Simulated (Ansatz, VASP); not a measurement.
La: VASP beside Ansatz

```
CELL_PARAMETERS angstrom
3.85985 0.00000 0.00000
-1.92993 3.34273 0.00000
0.00000 0.00000 6.18308
ATOMIC_POSITIONS crystal
La 0.33333 0.66667 0.25000
La 0.66667 0.33333 0.75000
```

Alike in both runs: task single point; functional RPBE; k mesh 11 × 11 × 6; occupations fermi-dirac, width 0.1 eV; no spin polarisation.

|  | VASP | Ansatz |
| --- | --- | --- |
| version | VASP 6.6.1 | Ansatz 0.2.0 |
| potentials or method | VASP PAW PBE potentials, release 64 (La), cutoff 520 eV | plane waves (420 eV) with PAW, scalar-relativistic |
| valence electrons in the cell | 22 | 22 |

|  | VASP | Ansatz | Ansatz less VASP |
| --- | --- | --- | --- |
| pressure (GPa) | 0.0 | 0.0 | -0.05 |

VASP's potentials were made for PBE, not for RPBE. With one functional, cell and mesh, what is left measures potentials, basis and numerics.

Neither program's run includes spin-orbit coupling.
